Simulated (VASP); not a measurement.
Wanted: the native input for a VASP 6.6.1 run.

```
Task                   : single point
Functional             : LDA
Potentials or basis    : VASP PAW LDA potentials, release 64 (In_d, Sb)
Cutoff                 : 520 eV
k mesh                 : 10 × 10 × 10
Occupations            : fermi-dirac, width 0.03 eV
Spin                   : no spin polarisation
Dipole correction      : no
Further INCAR settings : ALGO = Normal; EDIFF = 1e-06; NBANDS = 16
```

The structure of InSb lies in POSCAR:

```
InSb
1.0
    0.0000000000      3.1735398497      3.1735398497
    3.1735398497      0.0000000000      3.1735398497
    3.1735398497      3.1735398497      0.0000000000
In Sb
1 1
Direct
    0.0000000000      0.0000000000      0.0000000000
    0.7500000000      0.7500000000      0.7500000000
```

This cell differs from its parent crystal: volume scaled by 0.9405.

The input as run:

INCAR

```
SYSTEM = InSb
PREC = Accurate
ENCUT = 520
EDIFF = 1E-6
ISMEAR = -1
SIGMA = 0.03
LREAL = .False.
LASPH = .True.
NELM = 100
ALGO = Normal
ISIF = 2
LWAVE = .False.
LCHARG = .True.
LELF = .True.
LVHAR = .True.
NBANDS = 16
```

KPOINTS

```
regular mesh
0
Gamma
  10 10 10
  0 0 0
```

Potentials or basis: VASP PAW LDA potentials, release 64 (In_d, Sb).

The run is started by

```console
$ cat potpaw_LDA.64/In_d/POTCAR potpaw_LDA.64/Sb/POTCAR > POTCAR
$ mpirun -np 1 vasp_std > vasp.out
```

It gave:

```yaml
Pressure: 2.6 GPa
Band_gap_on_the_k_mesh: zero (filled and empty bands touch)
```

Caveat: spin-orbit coupling is left out, which moves the levels of the heavy elements.

Run time: 61 s on 1 thread of Intel(R) Xeon(R) Platinum 8259CL CPU @ 2.50GHz (Skylake/Cascade Lake) (shared host), peak memory 0.2 GiB.
